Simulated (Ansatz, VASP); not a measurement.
**Two plane-wave programs on W**

```
W
1.0
    -1.56285    1.56285    1.56285
     1.56285   -1.56285    1.56285
     1.56285    1.56285   -1.56285
W
1
Direct
  0.00000 0.00000 0.00000
```

Alike in both runs: task single point; functional PBEsol; k mesh 8 × 8 × 8; occupations gaussian, width 0.1 eV; no spin polarisation.

```csv
,VASP,Ansatz
version,VASP 6.6.1,Ansatz 0.2.0
potentials or method,"VASP PAW PBE potentials, release 64 (W_sv), cutoff 500 eV","scalar-relativistic, plane waves, PAW"
valence electrons in the cell,14,14
```

|  | VASP | Ansatz | Ansatz less VASP |
| --- | --- | --- | --- |
| gap on the k mesh at the Fermi level (eV) | none | none | - |
| pressure (GPa) | 10.8 | 10.0 | -0.77 |

VASP's potentials were made for PBE, not for PBEsol. A gap of «none» marks a metal or a gap that the smearing closes. The functional is the same, so the differences come from potentials, cutoffs and numerics.

Spin-orbit coupling is off throughout.
